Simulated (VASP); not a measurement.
Here is a VASP 6.6.1 calculation.

File INCAR:

```
PREC = Accurate
ENCUT = 600
EDIFF = 1E-6
ISMEAR = 1
SIGMA = 0.2
LREAL = F
LASPH = T
NELM = 120
ALGO = Normal
ISIF = 2
LWAVE = F
LCHARG = F
GGA = LIBXC
LIBXC1 = GGA_X_PBE_SOL
LIBXC2 = LDA_C_PW
NBANDS = 9
GGA_COMPAT = F
```

The input KPOINTS:

```
Automatic mesh
0
Gamma
  8 8 5
```

The input POSCAR:

```
Mg
1.0
    3.2199622046      0.0000000000      0.0000000000
   -1.6099811023      2.7885737555      0.0000000000
    0.0000000000      0.0000000000      5.2276100939
Mg
2
Direct
    0.3333333333      0.6666666667      0.2500000000
    0.6666666667      0.3333333333      0.7500000000
```

Potentials or basis: VASP PAW PBE potentials, release 64 (Mg).

Run with:

```sh
$ cat potpaw_PBE.64/Mg/POTCAR > POTCAR
$ mpirun -np 1 vasp_std > vasp.out
```

(1) Predict the band gap on the k mesh.

(2) What does it give for the pressure?

## Answers

(1) zero (bands 2 and 3 overlap by 2.25 eV).

(2) -0.5 GPa.

Caveat: the PAW data sets were made with another functional, which shifts forces and pressure a little.
